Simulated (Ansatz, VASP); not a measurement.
# Two plane-wave programs on AlCo2

```
Al Co
1.0
     3.94757    0.00000    0.00000
    -1.97379    3.41870    0.00000
     0.00000    0.00000    2.58616
Al Co
1 2
Cartesian
  0.0000 0.0000 0.0000
  0.0000 2.2791 1.2931
  1.9738 1.1396 1.2931
```

Change from the starting cell: species swapped into the BaSi2 type (P-3m1, No. 164).

Alike in both runs: functional PBE; k mesh 12 × 12 × 18; occupations gaussian, width 0.1 eV; no spin polarisation.

Ansatz relaxed the structure, and its values are those at the end. VASP's run is a single point on that final structure, the one shown.

|  | VASP | Ansatz |
| --- | --- | --- |
| version | VASP 6.6.1 | Ansatz 0.2.0 |
| potentials or method | VASP PAW PBE potentials, release 64 (Al, Co), cutoff 520 eV | scalar-relativistic, plane waves, PAW |
| valence electrons in the cell | 21 | 37 |

VASP gave:

| Property | Result |
| --- | --- |
| gap on the k mesh at the Fermi level (eV) | none |
| pressure (GPa) | -0.2 |

**Question.** Which values does Ansatz return?

**Answer.** gap on the k mesh at the Fermi level (eV): none; pressure (GPa): 0.0.

A gap of «none» marks a metal or a gap that the smearing closes. VASP's potentials hold 21 valence electrons a cell and Ansatz's 37, so a difference there can come from the potentials and not from the codes.
